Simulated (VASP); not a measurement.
# HgTe (F-43m) in VASP: notebook

HgTe is run at these levels: PBEsol; tasks: single point.

Everything below comes from runs of VASP 6.6.1. Logs are shortened: lines on timing, memory, paths and dates and some standing lists are left out, and cuts for length are marked.

### Step 1. The cell of the first run

Symmetry: F-43m, No. 216, cubic system. The conventional cell has a = 6.491 Å, b = 6.491 Å, c = 6.491 Å, α = 90.00°, β = 90.00°, γ = 90.00°. Hg (site symmetry -43m) has 4 Te at 2.81 Å within 3.7 Å. Within 3.7 Å of Te (site symmetry -43m) lie 4 Hg at 2.81 Å.

### Step 2. Single point, PBEsol

INCAR reads:

```
  PREC = Accurate
  ENCUT = 500
  EDIFF = 1E-6
  ISMEAR = 0
  SIGMA = 0.05
  LREAL = False
  LASPH = True
  NELM = 120
  ALGO = Normal
  ISIF = 2
  LWAVE = False
  LCHARG = True
  GGA = PS
  LELF = True
  LVHAR = True
  NBANDS = 16
  GGA_COMPAT = False
```

KPOINTS reads:

```
Automatic mesh
0
Gamma
  4 4 4
```

POSCAR reads:

```
HgTe
1.0
    0.0000000000      3.2455930125      3.2455930125
    3.2455930125      0.0000000000      3.2455930125
    3.2455930125      3.2455930125      0.0000000000
Hg Te
1 1
Direct
    0.0000000000      0.0000000000      0.0000000000
    0.2500000000      0.2500000000      0.2500000000
```

Potentials or basis: VASP PAW PBE potentials, release 64 (Hg, Te).

On the command line:

```
cat potpaw_PBE.64/Hg/POTCAR potpaw_PBE.64/Te/POTCAR > POTCAR
mpirun -np 1 vasp_std > vasp.out
```

OUTCAR:

```text
PREC = Accurate
   ENCUT = 500
   EDIFF = 1E-6
   ISMEAR = 0
   LREAL = False
   LASPH = True
   NELM = 120
   ISIF = 2
   GGA = PS

 ion  position               nearest neighbor table
   1  0.000  0.000  0.000-   2 2.81   2 2.81   2 2.81   2 2.81
   2  0.250  0.250  0.250-   1 2.81   1 2.81   1 2.81   1 2.81

  LATTYP: Found a face centered cubic cell.
 ALAT       =     6.4911860250

  Lattice vectors:

 A1 = (   0.0000000000,   3.2455930125,   3.2455930125)
 A2 = (   3.2455930125,   0.0000000000,   3.2455930125)
 A3 = (   3.2455930125,   3.2455930125,   0.0000000000)

Analysis of symmetry for initial positions (statically):
=====================================================================
 Subroutine PRICEL returns:
 Original cell was already a primitive cell.

 Routine SETGRP: Setting up the symmetry group for a
 face centered cubic supercell.

 Subroutine GETGRP returns: Found 24 space group operations
 (whereof 24 operations were pure point group operations)
 out of a pool of 48 trial point group operations.

The static configuration has the point symmetry T_d .

Analysis of symmetry for dynamics (positions and initial velocities):
=====================================================================
 Subroutine PRICEL returns:
 Original cell was already a primitive cell.

 Routine SETGRP: Setting up the symmetry group for a
 face centered cubic supercell.

 Subroutine GETGRP returns: Found 24 space group operations
 (whereof 24 operations were pure point group operations)
 out of a pool of 48 trial point group operations.

The dynamic configuration has the point symmetry T_d .

 Subroutine INISYM returns: Found 24 space group operations
 (whereof 24 operations are pure point group operations),
 and found     1 'primitive' translations

----------------------------------------------------------------------------------------

                                     Primitive cell

  volume of cell :      68.3773

  direct lattice vectors                    reciprocal lattice vectors
     0.000000000  3.245593013  3.245593013    -0.154055052  0.154055052  0.154055052
     3.245593013  0.000000000  3.245593013     0.154055052 -0.154055052  0.154055052
     3.245593013  3.245593013  0.000000000     0.154055052  0.154055052 -0.154055052

  length of vectors
     4.589961656  4.589961656  4.589961656     0.266831177  0.266831177  0.266831177

  position of ions in fractional coordinates (direct lattice)
     0.000000000  0.000000000  0.000000000
     0.250000000  0.250000000  0.250000000

  ion indices of the primitive-cell ions
   primitive index   ion index
                 1           1
                 2           2

----------------------------------------------------------------------------------------

 KPOINTS: Automatic mesh

Automatic generation of k-mesh.
 Grid dimensions read from file:
 generate k-points for:    4    4    4

 Generating k-lattice:

  Cartesian coordinates                     Fractional coordinates (reciprocal lattice)
    -0.038513763  0.038513763  0.038513763     0.250000000  0.000000000  0.000000000
     0.038513763 -0.038513763  0.038513763     0.000000000  0.250000000  0.000000000
     0.038513763  0.038513763 -0.038513763     0.000000000  0.000000000  0.250000000

  Length of vectors
     0.066707794  0.066707794  0.066707794

  Shift w.r.t. Gamma in fractional coordinates (k-lattice)
     0.000000000  0.000000000  0.000000000

 Subroutine IBZKPT returns following result:
 ===========================================

 Found      8 irreducible k-points:

 Following reciprocal coordinates:
            Coordinates               Weight
  0.000000  0.000000  0.000000      1.000000
  0.250000  0.000000  0.000000      8.000000
  0.500000  0.000000  0.000000      4.000000
  0.250000  0.250000  0.000000      6.000000
  0.500000  0.250000  0.000000     24.000000
 -0.250000  0.250000  0.000000     12.000000
  0.500000  0.500000  0.000000      3.000000
 -0.250000  0.500000  0.250000      6.000000
   k-points           NKPTS =      8   k-points in BZ     NKDIM =      8   number of bands    NBANDS=     16
   number of dos      NEDOS =    301   number of ions     NIONS =      2
   total plane-waves  NPLWV =  46656
   dimension x,y,z NGX =    36 NGY =   36 NGZ =   36
   dimension x,y,z NGXF=    72 NGYF=   72 NGZF=   72
   ions per type =               1   1
   NGX,Y,Z   is equivalent  to a cutoff of  13.04, 13.04, 13.04 a.u.
   NGXF,Y,Z  is equivalent  to a cutoff of  26.08, 26.08, 26.08 a.u.
 SYSTEM =  unknown system
   PREC   = accura    normal or accurate (medium, high low for compatibility)
   ISTART =      0    job   : 0-new  1-cont  2-samecut
   ICHARG =      2    charge: 1-file 2-atom 10-const
   ISPIN  =      1    spin polarized calculation?
   LNONCOLLINEAR =      F non collinear calculations
   LSORBIT =      F    spin-orbit coupling
   LASPH  =      T    aspherical Exc in radial PAW
   ENCUT  =  500.0 eV  36.75 Ry    6.06 a.u.   8.37  8.37  8.37*2*pi/ulx,y,z
   NELM   =    120;   NELMIN=  2; NELMDL= -5     # of ELM steps
   EDIFF  = 0.1E-05   stopping-criterion for ELM
   LREAL  =      F    real-space projection
   EDIFFG = 0.1E-04   stopping-criterion for IOM
   NSW    =      0    number of steps for IOM
   IBRION =     -1    ionic relax: 0-MD 1-quasi-New 2-CG
   NFREE  =      0    steps in history (QN), initial steepest desc. (CG)
   ISIF   =      2    stress and relaxation
   ISYM   =      2    0-nonsym 1-usesym 2-fastsym
   POTIM  = 0.5000    time-step for ionic-motion
   TEBEG  =    0.0;   TEEND  =   0.0 temperature during run
   PSTRESS=    0.0 pullay stress
   NELECT =      18.0000    total number of electrons
   NUPDOWN=      -1.0000    fix difference up-down
   EMIN   =  10.00;   EMAX   =-10.00  energy-range for DOS
   EFERMI =   0.00;   METHOD = LEGACY
   ISMEAR =     0;   SIGMA  =   0.05  broadening in eV -4-tet -1-fermi 0-gaus
   EFERMI_NEDOS =   21; number of points for ismear=-14 and -15
   IALGO  =     38    algorithm
   IMIX   =      4    mixing-type and parameters
     AMIX     =   0.40;   BMIX     =  1.00
     AMIX_MAG =   1.60;   BMIX_MAG =  1.00
  volume/ion in A,a.u.               =      34.19       230.72
  Fermi-wavevector in a.u.,A,eV,Ry     =   1.049208  1.982716 14.977803  1.100838
  Thomas-Fermi vector in A             =   2.184161
   LORBIT       =      0    0 simple, 1 ext, 2 COOP (PROOUT), +10 PAW based schemes
   GGA     = PS    functional components
   LHFCALC =     F    Hartree Fock is set to
   AEXX    =    0.0000 exact exchange contribution
   IVDW    =     0    specifies the selected vdW correction
   LEPSILON=     F    determine dielectric tensor
   LRPA    =     F    only Hartree local field effects (RPA)
 non-spin polarized calculation
 Gauss-broadening in eV      SIGMA  =   0.05
  energy-cutoff  :      500.00
  volume of cell :       68.38
 maximum number of plane-waves:      1807
 NGX is ok and might be reduce to    36
   NGX = 17   NGY = 17   NGZ = 17

 number of electron      18.0000002 magnetization

 Free energy of the ion-electron system (eV)
  ---------------------------------------------------
  ext. energy  EPLUGINS =         0.00000000
  ---------------------------------------------------
  free energy    TOTEN  =        -4.28086377 eV

  energy without entropy =       -4.27965859  energy(sigma->0) =       -4.28026118

 E-fermi :   2.8651     XC(G=0):  -8.8638

 val. band max:        2.8498463662   @ k =   0.0000   0.0000   0.0000
 cond. band min:       3.4733808950   @ k =   0.5000   0.0000   0.0000
 fundamental gap:      0.6235345288
 Fermi energy:         2.8650748367

 k-point     1 :       0.0000    0.0000    0.0000
  band No.  band energies     occupation
      1      -9.0781      2.00000
      2      -4.4480      2.00000
      3      -4.4480      2.00000
      4      -4.4480      2.00000
      5      -3.9322      2.00000
      6      -3.9322      2.00000
      7       2.0018      2.00000
      8       2.8498      1.33333
      9       2.8498      1.33333
     10       2.8498      1.33333
     11       7.0326      0.00000
     12       7.0326      0.00000
     13       7.0326      0.00000
     14       9.1588      0.00000
     15      12.3552      0.00000
     16      12.3552      0.00000

 k-point     2 :       0.2500    0.0000    0.0000
  band No.  band energies     occupation
      1      -8.8093      2.00000
      2      -4.3802      2.00000
      3      -4.3802      2.00000
      4      -4.2952      2.00000
      5      -3.9333      2.00000
      6      -3.9333      2.00000
      7      -0.5427      2.00000
      8       2.3125      2.00000
      9       2.3125      2.00000
     10       3.6464      0.00000
     11       7.6604      0.00000
     12       7.6604      0.00000
     13       7.6608      0.00000
     14      10.5133      0.00000
     15      11.2812      0.00000
     16      11.2812      0.00000

 k-point     3 :       0.5000    0.0000    0.0000
  band No.  band energies     occupation
      1      -8.5131      2.00000
      2      -4.3280      2.00000
      3      -4.3280      2.00000
      4      -3.9116      2.00000
      5      -3.9116      2.00000
      6      -3.6357      2.00000
      7      -2.6178      2.00000
      8       1.8759      2.00000
      9       1.8759      2.00000
     10       3.4734      0.00000
     11       7.8234      0.00000
     12       7.8234      0.00000
     13       9.5664      0.00000
     14      10.5949      0.00000
     15      12.8197      0.00000
     16      12.8197      0.00000

 k-point     4 :       0.2500    0.2500    0.0000
  band No.  band energies     occupation
      1      -8.7173      2.00000
      2      -4.3801      2.00000
      3      -4.2983      2.00000
      4      -4.2983      2.00000
      5      -3.9587      2.00000
      6      -3.9016      2.00000
      7      -0.5620      2.00000
      8       1.5471      2.00000
      9       1.5471      2.00000
     10       4.7586      0.00000
     11       5.7400      0.00000
     12       8.9709      0.00000
     13       8.9709      0.00000
     14       9.4982      0.00000
     15      12.6600      0.00000
     16      12.7477      0.00000

 k-point     5 :       0.5000    0.2500    0.0000
  band No.  band energies     occupation
      1      -8.4179      2.00000
      2      -4.2905      2.00000
      3      -4.2213      2.00000
      4      -4.0544      2.00000
      5      -3.8995      2.00000
      6      -3.6527      2.00000
      7      -2.2493      2.00000
      8       0.4269      2.00000
      9       1.1837      2.00000
     10       4.9673      0.00000
     11       6.8130      0.00000
     12       8.7816      0.00000
     13       9.3226      0.00000
     14      11.4951      0.00000
     15      13.0790      0.00000
     16      13.3664      0.00000

 k-point     6 :      -0.2500    0.2500    0.0000
  band No.  band energies     occupation
      1      -8.5191      2.00000
      2      -4.2985      2.00000
      3      -4.2939      2.00000
      4      -4.0183      2.00000
      5      -3.9498      2.00000
      6      -3.8420      2.00000
      7      -1.7536      2.00000
      8       0.3751      2.00000
      9       1.8541      2.00000
     10       4.9033      0.00000
     11       7.5669      0.00000
     12       8.2481      0.00000
     13       8.3651      0.00000
     14      10.9005      0.00000
     15      12.0848      0.00000
     16      13.2763      0.00000

 k-point     7 :       0.5000    0.5000    0.0000
  band No.  band energies     occupation
      1      -8.3149      2.00000
      2      -4.2766      2.00000
      3      -4.1153      2.00000
      4      -4.1153      2.00000
      5      -3.8709      2.00000
      6      -3.4929      2.00000
      7      -2.5699      2.00000
      8       0.6029      2.00000
      9       0.6029      2.00000
     10       4.6867      0.00000
     11       5.2441      0.00000
     12      10.9119      0.00000
     13      11.6010      0.00000
     14      11.6010      0.00000
     15      13.1164      0.00000
     16      14.2088      0.00000

 k-point     8 :      -0.2500    0.5000    0.2500
  band No.  band energies     occupation
      1      -8.3162      2.00000
      2      -4.2311      2.00000
      3      -4.1860      2.00000
      4      -3.9829      2.00000
      5      -3.9699      2.00000
      6      -3.3310      2.00000
      7      -2.6552      2.00000
      8       0.2100      2.00000
      9       0.3152      2.00000
     10       5.9119      0.00000
     11       7.3918      0.00000
     12       8.0406      0.00000
     13       8.9184      0.00000
     14      12.2185      0.00000
     15      13.8155      0.00000
     16      13.9009      0.00000

------------------------ aborting loop because EDIFF is reached ----------------------------------------

  FORCE on cell =-STRESS in cart. coord.  units (eV):
  Direction    XX          YY          ZZ          XY          YZ          ZX
  --------------------------------------------------------------------------------------
  -------------------------------------------------------------------------------------
  Total        0.4022223      0.4022223      0.4022223     -0.0000000      0.0000000     -0.0000000
  in kB        9.4246358      9.4246358      9.4246358     -0.0000000      0.0000000     -0.0000000
  external PRESSURE =       9.4246358 kB  Pullay stress =       0.0000000 kB

 VOLUME and BASIS-vectors are now :
 -----------------------------------------------------------------------------
  energy-cutoff  :      500.00
  volume of cell :       68.38
      direct lattice vectors                 reciprocal lattice vectors
     0.000000000  3.245593013  3.245593013    -0.154055052  0.154055052  0.154055052
     3.245593013  0.000000000  3.245593013     0.154055052 -0.154055052  0.154055052
     3.245593013  3.245593013  0.000000000     0.154055052  0.154055052 -0.154055052

 POSITION                                       TOTAL-FORCE (eV/Angst)
 -----------------------------------------------------------------------------------
      0.00000      0.00000      0.00000        -0.000000     -0.000000      0.000000
      1.62280      1.62280      1.62280         0.000000      0.000000     -0.000000
 -----------------------------------------------------------------------------------
    total drift:                               -0.000000     -0.000000     -0.000000

  FREE ENERGIE OF THE ION-ELECTRON SYSTEM (eV)
  ---------------------------------------------------
  free  energy   TOTEN  =        -4.2808637692 eV

  energy  without entropy=       -4.2796585948  energy(sigma->0) =       -4.28026118
```

Run time: 19 s. Hardware: 1 thread of Intel Xeon 8259CL, shared host; peak memory 0.2 GiB.

What came out:

| Item | Value |
| --- | --- |
| Free energy | -4.2809 eV |
| Pressure | 0.9 GPa |
| Band gap on the k mesh | zero (filled and empty bands touch) |

Caveat: the k points lie up to 0.42 Å⁻¹ apart; the PAW data sets were made with another functional, which shifts forces and pressure a little; spin-orbit coupling is left out, which moves the levels of the heavy elements.

[end of part 1 of 2]
